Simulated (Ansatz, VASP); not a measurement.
Cu in VASP and in Ansatz

```
Cu
1.0
     0.00000    1.81490    1.81490
     1.81490    0.00000    1.81490
     1.81490    1.81490    0.00000
Cu
1
Direct
  0.00000 0.00000 0.00000
```

Alike in both runs: functional PBE; k mesh 20 × 20 × 20; occupations gaussian, width 0.1 eV; no spin polarisation.

Ansatz relaxed the structure, and its values are those at the end. VASP's run is a single point on that final structure, the one shown.

```csv
,VASP,Ansatz
version,VASP 6.6.1,Ansatz 0.2.0
potentials or method,"VASP PAW PBE potentials, release 64 (Cu), cutoff 600 eV","scalar-relativistic, plane waves, PAW"
valence electrons in the cell,11,19
```

Ansatz gave:

| Item | Value |
| --- | --- |
| gap on the k mesh at the Fermi level (eV) | none |
| pressure (GPa) | 0.0 |

**Question.** What did VASP give for the same quantities?

**Answer.** gap on the k mesh at the Fermi level (eV): none; pressure (GPa): 0.6.

A gap of «none» marks a metal or a gap that the smearing closes. VASP's potentials hold 11 valence electrons a cell and Ansatz's 19, so a difference there can come from the potentials and not from the codes.
